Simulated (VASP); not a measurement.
# NaH13O7 in VASP: further runs, part 2 of 2

VASP 6.6.1. Earlier steps stand in the parts before.

### 3 Single point, PBE+D3(BJ)

This run uses another cell than the first one, of 11.49 Å³/atom, 1.088 times its volume.

INCAR

```
ALGO = Normal ; EDIFF = 1E-6
ENCUT = 520 ; GGA = PE
GGA_COMPAT = F ; ISIF = 2
ISMEAR = -1 ; IVDW = 12
LASPH = T ; LCHARG = F
LREAL = F ; LWAVE = F
NBANDS = 47 ; NELM = 120
PREC = Accurate ; SIGMA = 0.02
```

KPOINTS

```
k-points
0
Gamma
  1 1 1
```

POSCAR

```
NaH13O7
1.0
    6.1726520000      0.0000000000      0.0000000000
    0.0000000000      6.0413140000      0.0000000000
    0.0000000000      0.0000000000      6.4726950000
O H Na
7 13 1
Direct
    0.8337421258      0.3349436894      0.0685649486
    0.1359383293     -0.1384798075      0.2111948732
    0.3313000636      0.0939034124      0.8174184015
   -0.0494277014      0.6002833158      0.6060690331
    0.5866684206      0.8315906109      0.9884908836
    0.3320938877      0.5187447631      0.9771972880
    0.5425220797      0.7160197268      0.5102511396
    0.8386508749      0.5100877061      0.0563134830
    0.6715103978      0.3144845641      0.0199607737
    0.2633227987     -0.0743877905      0.1824587749
    0.1794852520     -0.2774893012      0.1056128861
    0.2951081642      0.2642140435      0.8081332428
    0.1871318843      0.0670052906      0.8473595620
   -0.0731614224      0.4415761207      0.5627640419
   -0.0194081895      0.6301940273      0.7322452240
    0.4978249219      0.9538984400      0.9796846599
    0.4995745751      0.7084054893      1.0173351286
    0.6190370039      0.6782961455      0.6476282290
    0.3372132432      0.4378021073      1.1021220682
    0.3926513272      0.7046811339      0.5461867120
    0.8092955832      0.8630572753      0.2983610382
```

Potentials or basis: VASP PAW PBE potentials, release 64 (O, H, Na_pv).

Launch:

```bash
$ cat potpaw_PBE.64/O/POTCAR potpaw_PBE.64/H/POTCAR potpaw_PBE.64/Na_pv/POTCAR > POTCAR
$ mpirun -np 1 vasp_gam > vasp.out
```

OUTCAR:

```text
EDIFF = 1E-6
   ENCUT = 520
   GGA = PE
   ISIF = 2
   ISMEAR = -1
   IVDW = 12
   LASPH = T
   LREAL = F
   NELM = 120
   PREC = Accurate
 IVDW          = 12

 ion  position               nearest neighbor table
   1  0.834  0.335  0.069-   9 1.06   8 1.06
   2  0.136  0.862  0.211-  10 0.90  11 1.12  21 2.09
   3  0.331  0.094  0.817-  13 0.93  12 1.05
   4  0.951  0.600  0.606-  15 0.86  14 1.01
   5  0.587  0.832  0.988-  16 0.92  17 0.94
   6  0.332  0.519  0.977-  19 0.95
   7  0.543  0.716  0.510-  20 0.96  18 1.03  21 2.32
   8  0.839  0.510  0.056-   1 1.06
   9  0.672  0.314  0.020-   1 1.06
  10  0.263  0.926  0.182-   2 0.90
  11  0.179  0.723  0.106-   2 1.12
  12  0.295  0.264  0.808-   3 1.05
  13  0.187  0.067  0.847-   3 0.93
  14  0.927  0.442  0.563-   4 1.01
  15  0.981  0.630  0.732-   4 0.86
  16  0.498  0.954  0.980-   5 0.92
  17  0.500  0.708  0.017-   5 0.94
  18  0.619  0.678  0.648-   7 1.03
  19  0.337  0.438  0.102-   6 0.95
  20  0.393  0.705  0.546-   7 0.96
[... 205 lines left out ...]
 fundamental gap:      2.9222589581
 Fermi energy:        -2.0304513699

 k-point     1 :       0.0000    0.0000    0.0000
  band No.  band energies     occupation
      1     -24.3977      2.00000
      2     -24.3070      2.00000
      3     -24.2921      2.00000
      4     -23.0618      2.00000
      5     -22.4832      2.00000
      6     -22.1000      2.00000
[... 35 lines left out ...]
     42       6.7905      0.00000
     43       6.9907      0.00000
 [bands above 43 left out]

------------------------ aborting loop because EDIFF is reached ----------------------------------------

 Edisp (eV)   -0.82437

 E8    (eV) :    -0.2040

  FORCE on cell =-STRESS in cart. coord.  units (eV):
  Direction    XX          YY          ZZ          XY          YZ          ZX
  --------------------------------------------------------------------------------------
  -------------------------------------------------------------------------------------
  Total       8.07366    -0.17269     3.75016     5.41383    -3.23138    -1.34145
  in kB      53.59113    -1.14628    24.89272    35.93577   -21.44914    -8.90422
  external pressure =       25.78 kB  Pullay stress =        0.00 kB

 VOLUME and BASIS-vectors are now :
 -----------------------------------------------------------------------------
  energy-cutoff  :      520.00
  volume of cell :      241.37
      direct lattice vectors                 reciprocal lattice vectors
     6.172652000  0.000000000  0.000000000     0.162004921  0.000000000  0.000000000
     0.000000000  6.041314000  0.000000000     0.000000000  0.165526904  0.000000000
     0.000000000  0.000000000  6.472695000     0.000000000  0.000000000  0.154495152

 POSITION                                       TOTAL-FORCE (eV/Angst)
 -----------------------------------------------------------------------------------
      5.14640      2.02350      0.44380        -2.799469      2.526731     -0.972447
      0.83910      5.20471      1.36700        -2.846521     -4.286077     -1.267337
      2.04500      0.56730      5.29090         0.844485      3.420808     -1.305147
      5.86755      3.62650      3.92290        -2.176513     -2.641041     -9.617897
      3.62130      5.02390      6.39820         5.438507      0.348808      0.795871
      2.04990      3.13390      6.32510        -0.773854      0.979246     -0.838730
[... 13 lines left out ...]
      2.42370      4.25720      3.53530        -0.859462      0.177879     -0.005197
      4.99550      5.21400      1.93120        -0.695327      0.033868      0.256564
 -----------------------------------------------------------------------------------
    total drift:                               -0.000777     -0.002053     -0.001281

  FREE ENERGIE OF THE ION-ELECTRON SYSTEM (eV)
  ---------------------------------------------------
  free  energy   TOTEN  =       -98.6589970369 eV

  energy  without entropy=      -98.6589970369  energy(sigma->0) =      -98.65899704
```

OSZICAR:

```text
N       E                     dE             d eps       ncg     rms          rms(c)
DAV:   1     0.606013236829E+03    0.60601E+03   -0.33123E+04    94   0.128E+03
DAV:   2    -0.344752633999E+02   -0.64049E+03   -0.59511E+03   110   0.335E+02
DAV:   3    -0.108825331731E+03   -0.74350E+02   -0.73703E+02   109   0.126E+02
DAV:   4    -0.110748194027E+03   -0.19229E+01   -0.19133E+01   124   0.241E+01
DAV:   5    -0.110790647036E+03   -0.42453E-01   -0.42374E-01   116   0.335E+00    0.209E+01
DAV:   6    -0.983847412203E+02    0.12406E+02   -0.38882E+01   124   0.292E+01    0.780E+00
DAV:   7    -0.980463698576E+02    0.33837E+00   -0.14306E+00   116   0.595E+00    0.490E+00
DAV:   8    -0.978224009127E+02    0.22397E+00   -0.36988E-01   124   0.366E+00    0.560E-01
DAV:   9    -0.978248488422E+02   -0.24479E-02   -0.45847E-02   124   0.107E+00    0.343E-01
DAV:  10    -0.978319895158E+02   -0.71407E-02   -0.53241E-03   108   0.367E-01    0.154E-01
DAV:  11    -0.978348020517E+02   -0.28125E-02   -0.18955E-03   102   0.285E-01    0.607E-02
DAV:  12    -0.978347030896E+02    0.98962E-04   -0.67874E-04   108   0.152E-01    0.332E-02
DAV:  13    -0.978346395570E+02    0.63533E-04   -0.12842E-04   108   0.623E-02    0.969E-03
DAV:  14    -0.978346304979E+02    0.90591E-05   -0.17694E-05   108   0.216E-02    0.646E-03
DAV:  15    -0.978346307974E+02   -0.29949E-06   -0.65417E-06   124   0.161E-02
   1 F= -.98658997E+02 E0= -.98658997E+02  d E =-.380268E-10
```

stdout:

```text
POSCAR found type information on POSCAR O H Na
 POSCAR found :  3 types and      21 ions
 scaLAPACK will be used
 -----------------------------------------------------------------------------
|                                                                             |
|                                                                             |
|     You have a (more or less) 'large supercell' and for larger cells it     |
|     might be more efficient to use real-space projection operators.         |
|     Therefore, try LREAL= Auto in the INCAR file.                           |
|     Mind: For very accurate calculation, you might also keep the            |
|     reciprocal projection scheme (i.e. LREAL=.FALSE.).                      |
|                                                                             |
 -----------------------------------------------------------------------------

 LDA part: xc-table for (Slater+PW92), standard interpolation
 POSCAR, INCAR and KPOINTS ok, starting setup
 FFT: planning ... GRIDC
 FFT: planning ... GRID_SOFT
 FFT: planning ... GRID
 WAVECAR not read
 entering main loop
```

Run time: 35 s. Hardware: 1 thread of Intel Xeon 8259CL, shared host; peak memory 0.31 GiB.

Results:

```yaml
Free_energy: -98.6590 eV
Pressure: 2.6 GPa
Largest_force: 10.209 eV/Å
Band_gap_on_the_k_mesh: 2.92 eV
Dispersion_energy_per_atom: -0.039 eV
```

Forces on the atoms (eV/Å):
```
O   -2.799  2.527 -0.972
O   -2.847 -4.286 -1.267
O    0.844  3.421 -1.305
O   -2.177 -2.641 -9.618
O    5.439  0.349  0.796
O   -0.774  0.979 -0.839
O    1.501 -0.600  1.669
H    0.057 -3.003  0.180
H    2.505  0.303  0.742
H    4.242  3.029 -0.348
H   -0.526  0.616  1.195
H    1.655 -1.026  0.583
H   -2.934 -1.652  0.854
H    0.462  1.795  1.355
H    2.106  0.720  8.424
H   -1.771  2.581 -0.965
H   -2.266 -2.955 -0.023
H   -0.971  0.638 -1.947
H   -0.193 -1.007  1.234
H   -0.859  0.178 -0.005
Na  -0.695  0.034  0.257
```

Stress tensor (GPa, compression positive):
```
 5.36  3.59 -0.89
 3.59 -0.11 -2.14
-0.89 -2.14  2.49
```

Levels at points of the mesh, in eV from the valence-band top:
```csv
k point,band 28,band 29,band 30,band 31,band 32,band 33,band 34,band 35
"(0.00, 0.00, 0.00)",-1.41,-1.21,-0.20,0.00,2.92,5.73,6.31,6.92
```

Caveat: the k points lie up to 1.04 Å⁻¹ apart.

### 4 Single point, PBE+D3(BJ)

This run uses another cell than the first one, of 12.70 Å³/atom, 1.202 times its volume.

INCAR

```
  PREC = Accurate
  ENCUT = 520
  EDIFF = 1E-6
  ISMEAR = -1
  SIGMA = 0.02
  LREAL = F
  LASPH = T
  NELM = 120
  ALGO = Normal
  ISIF = 2
  LWAVE = F
  LCHARG = T
  GGA = PE
  IVDW = 12
  LELF = T
  LVHAR = T
  NBANDS = 47
  GGA_COMPAT = F
```

KPOINTS

```
regular mesh
0
Gamma
  1 1 1
```

POSCAR

```
NaH13O7
1.0
    6.3262170000      0.0000000000      0.0000000000
    0.0000000000      6.5233960000      0.0000000000
    0.0000000000      0.0000000000      6.4611120000
O H Na
7 13 1
Direct
    0.8752940343      0.1715364206      0.1138658485
    0.1224270366     -0.2130791999      0.1546792564
    0.2340577315      0.0930956821      0.5713412800
    0.0826244184      0.5716960920      0.7080824477
    0.6702741939      0.8772118081      1.0259379500
    0.4032583770      0.4525250345      0.9743369253
    0.6177309441      0.7656441522      0.5625657008
    0.7572614091      0.0587270802      0.0373155581
    0.8830237723      0.3120000687      0.0449613008
    0.1806134693     -0.3386732923      0.1118692881
    0.1608386181     -0.0988135628      0.0512450488
    0.1707339473      0.2027778170      0.4749646810
    0.3745840524      0.0289113216      0.5009973515
    0.0708006064      0.7273972023      0.7431383328
    0.2056995516      0.5383852214      0.8150764141
    0.5218442554      0.9051420456      1.0347135292
    0.5032233324      0.5418803335      0.9112208549
    0.6026508417      0.6335657072      0.5152518638
    0.4453846588      0.3262411174      1.0348837785
    0.5157584699      0.7916735394      0.6731349031
    0.8460348420      0.8257048936      0.2906001320
```

Launch:

```bash
$ cat potpaw_PBE.64/O/POTCAR potpaw_PBE.64/H/POTCAR potpaw_PBE.64/Na_pv/POTCAR > POTCAR
$ mpirun -np 1 vasp_gam > vasp.out
```

It took 53 s on 1 thread of Intel Xeon 8259CL, shared host; peak memory 0.31 GiB.

The run converged. Its results:

```yaml
Free_energy: -98.7696 eV
Pressure: -1.1 GPa
Largest_force: 3.856 eV/Å
Band_gap_on_the_k_mesh: 2.70 eV
Dispersion_energy_per_atom: -0.034 eV
```

Forces in eV/Å, atoms in the order of the input:
```
O   -0.012  2.018 -0.819
O    1.343  2.867 -1.245
O    1.959 -0.151 -2.167
O    1.898  2.394  2.353
O   -0.774  0.025 -1.247
O   -2.366  0.963  0.049
O    0.214  3.057  0.824
H    0.700 -0.019  0.417
H   -0.093 -1.993  0.670
H    1.179 -1.494 -0.765
H   -0.747 -1.683  1.427
H    1.134 -1.661  1.111
H   -3.117  1.648  1.029
H   -0.339 -2.317 -0.863
H   -1.936 -0.400 -1.783
H   -0.670  0.066  0.143
H    1.697 -0.019  0.214
H   -0.801 -3.038 -0.717
H    1.084 -0.621 -0.003
H    0.507 -0.183 -0.108
Na  -0.860  0.540  1.480
```

Stress tensor (GPa, compression positive):
```
 0.16  0.63 -0.79
 0.63 -2.55  1.74
-0.79  1.74 -0.77
```

Levels at points of the mesh, in eV from the valence-band top:
```
           k point  band 27  band 28  band 29  band 30  band 31  band 32  band 33  band 34  band 35  band 36
(0.00, 0.00, 0.00)    -1.32    -1.11    -0.46    -0.08     0.00     2.70     5.63     6.05     6.16     6.37
```

Caveat: the k points lie up to 0.99 Å⁻¹ apart.

### 5 Summary

| cell | gap on the mesh (eV) | pressure (GPa) | largest force (eV/Å) |
| --- | --- | --- | --- |
| a = 5.838, b = 5.969, c = 6.363 Å, 21 atoms | 2.75 | -0.4 | 6.32 |
| a = 6.173, b = 6.041, c = 6.473 Å, 21 atoms | 2.92 | 2.6 | 10.21 |
| a = 6.326, b = 6.523, c = 6.461 Å, 21 atoms | 2.70 | -1.1 | 3.86 |

Alike in all rows: task single point; level PBE+D3(BJ); potentials or basis VASP PAW PBE potentials, release 64 (O, H, Na_pv); no spin polarisation; k mesh 1 × 1 × 1; cutoff (eV) 520; smearing fermi-dirac 0.02 eV.

Caveats: all runs use coarse meshes.

Absolute energies hang on the potentials; compare differences alone.
